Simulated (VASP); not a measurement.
Input of a VASP 6.6.1 run:

File INCAR:

```
ALGO = Normal
EDIFF = 1E-6
ENCUT = 520
GGA = RP
ISIF = 2
ISMEAR = 0
LASPH = T
LCHARG = F
LREAL = F
LWAVE = F
NBANDS = 13
NELM = 60
PREC = Accurate
SIGMA = 0.1
```

Contents of KPOINTS:

```
k-points
0
Gamma
  8 8 8
```

POSCAR

```
Mo
1.0
   -1.5838089700      1.5838089700      1.5838089700
    1.5838089700     -1.5838089700      1.5838089700
    1.5838089700      1.5838089700     -1.5838089700
Mo
1
Direct
    0.0000000000      0.0000000000      0.0000000000
```

Potentials or basis: VASP PAW PBE potentials, release 64 (Mo_sv).

Run with:

```console
$ cat potpaw_PBE.64/Mo_sv/POTCAR > POTCAR
$ mpirun -np 1 vasp_std > vasp.out
```

Q: Predict the pressure.

A: 2.9 GPa.

Q: What does it give for the band gap on the k mesh?

A: Zero (band 7 reaches 16.27 eV, above the bottom of band 8 at 11.06 eV).

Caveat: the PAW data sets were made with another functional, which shifts forces and pressure a little.
